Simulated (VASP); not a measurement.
# InO: single point with LDA

InO, a slab with vacuum:

```
In O
1.0
     3.45361    0.00000    0.00000
    -1.72681    2.99092    0.00000
     0.00000    0.00000   15.08324
In O
2 2
Direct
  0.66667 0.33333 0.59002
  0.66667 0.33333 0.40998
  0.00000 0.00000 0.63987
  0.00000 0.00000 0.36013
```

This cell differs from its parent crystal: strain +0.000 along x and y, -0.050 along z.

```yaml
Program: VASP 6.6.1
Task: single point
Functional: LDA
Potentials_or_basis: VASP PAW LDA potentials, release 64 (In_d, O)
Cutoff: 520 eV
k_mesh: 12 × 12 × 2
Occupations: gaussian, width 0.03 eV
Spin: no spin polarisation
Dipole_correction: no
Further_INCAR_settings: ALGO = Normal; EDIFF = 1e-06; NBANDS = 27
```

```
Largest force          : 0.562 eV/Å
Band gap on the k mesh : 0.45 eV, indirect (least direct gap 1.09 eV)
```

Forces in eV/Å, atoms in the order of the input:
```
In   0.000  0.000  0.562
In   0.000  0.000 -0.562
O    0.000  0.000 -0.195
O    0.000  0.000  0.195
```

Levels at points of the mesh, in eV from the valence-band top:
| k point | band 17 | band 18 | band 19 | band 20 | band 21 | band 22 |
| --- | --- | --- | --- | --- | --- | --- |
| (0.00, 0.00, 0.00) | -1.62 | -1.62 | -0.64 | 0.45 | 3.43 | 6.53 |
| (0.50, 0.00, 0.00) | -2.49 | -1.80 | -0.16 | 2.42 | 4.38 | 5.81 |
| (0.00, 0.00, 0.50) | -1.62 | -1.62 | -0.64 | 0.45 | 3.43 | 6.27 |
| (0.50, 0.00, 0.50) | -2.49 | -1.80 | -0.16 | 2.42 | 4.38 | 5.81 |

It took 2.2 min on 1 thread of Intel(R) Xeon(R) 6975P-C (Granite Rapids), with other jobs on the host, peak memory 0.3 GiB.

Caveat: the cell differs from its parent crystal (strain +0.000 along x and y, -0.050 along z); spin-orbit coupling is left out, which moves the levels of the heavy elements.
